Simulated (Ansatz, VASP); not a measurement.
## One calculation of AgO, two programs

Contents of INCAR:

```
PREC = Accurate
ENCUT = 520
EDIFF = 1E-7
ISMEAR = 0
SIGMA = 0.15
LREAL = F
LASPH = T
NELM = 60
ALGO = Normal
ISIF = 2
LWAVE = F
LCHARG = F
GGA = PS
NBANDS = 16
```

File KPOINTS:

```
regular mesh
0
Gamma
  18 18 18
```

The input POSCAR:

```
AgO
1.0
    0.0000000000      2.6789000000      2.4080000000
    2.6789000000      0.0000000000      2.4080000000
    2.6789000000      2.6789000000      0.0000000000
Ag O
1 1
Direct
    0.0000000000      0.0000000000      0.0000000000
    0.7500000000      0.7500000000      0.7500000000
```

Input for Ansatz:

```yaml
crystal:
  lattice:
    - [0.0, 2.6789, 2.408]
    - [2.6789, 0.0, 2.408]
    - [2.6789, 2.6789, 0.0]
  atoms:
    - { symbol: Ag, position: [0.0, 0.0, 0.0] }
    - { symbol: O, position: [0.75, 0.75, 0.75] }
basis:
  ecutwfc: 420
kpoints:
  mp_grid: { grid: [18, 18, 18] }
hamiltonian:
  xc: pbesol
scf:
  occupations: { method: gaussian, width: 0.15 }
output:
  forces: true
  stress: true
  eigenvalues: true
```

Change from the starting cell: strain +0.1125 x Voigt [1, 1, 0, 0, 0, 0], atoms carried along.

Alike in both runs: task single point; functional PBEsol; k mesh 18 × 18 × 18; occupations gaussian, width 0.15 eV; no spin polarisation.

```csv
,VASP,Ansatz
version,VASP 6.6.1,Ansatz 0.2.0
potentials or method,"VASP PAW PBE potentials, release 64 (Ag, O), cutoff 520 eV","scalar-relativistic, plane waves, PAW"
valence electrons in the cell,17,25
```

|  | VASP | Ansatz | Ansatz less VASP |
| --- | --- | --- | --- |
| gap on the k mesh at the Fermi level (eV) | none | none | - |
| pressure (GPa) | -10.7 | -10.6 | +0.10 |
| traceless stress, the component that is largest in VASP (GPa) | 0.77 | 0.77 | -0.001 |

VASP's potentials were made for PBE, not for PBEsol. A gap of «none» marks a metal or a gap that the smearing closes. VASP's potentials hold 17 valence electrons a cell and Ansatz's 25, so a difference there can come from the potentials and not from the codes.
